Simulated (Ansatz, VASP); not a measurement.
## Two plane-wave programs on TiAl

```
Ti Al
1.0
    -2.84755    0.00000    0.00000
     0.00000    4.93210    0.00000
     1.42377   -2.46605   -4.61919
Ti Al
2 2
Cartesian
  -1.4238 2.3702 -0.0392
  0.0000 -0.0958 0.0392
  -1.4238 -0.7660 -2.3096
  0.0000 1.9280 -2.3096
```

Change from the starting cell: mode 6 frozen in at +0.170 Å and mode 11 at -0.114 Å (largest displacements).

Alike in both runs: task single point; functional PBEsol; k mesh 16 × 16 × 16; occupations gaussian, width 0.15 eV; no spin polarisation.

|  | VASP | Ansatz |
| --- | --- | --- |
| version | VASP 6.6.1 | Ansatz 0.2.0 |
| potentials or method | VASP PAW PBE potentials, release 64 (Ti_sv, Al), cutoff 520 eV | scalar-relativistic, plane waves, PAW |
| valence electrons in the cell | 30 | 30 |

|  | VASP | Ansatz | Ansatz less VASP |
| --- | --- | --- | --- |
| gap on the k mesh at the Fermi level (eV) | none | none | - |
| pressure (GPa) | 1.5 | 1.5 | -0.04 |
| traceless stress, the component that is largest in VASP (GPa) | -4.35 | -4.30 | +0.047 |
| rms of the force components (eV/Å) | 0.528 | 0.525 | -0.0024 |

VASP's potentials were made for PBE, not for PBEsol, and Ansatz warns of the same on its side. Atom by atom the forces differ by 0.003 eV/Å (rms over components). A gap of «none» marks a metal or a gap that the smearing closes.
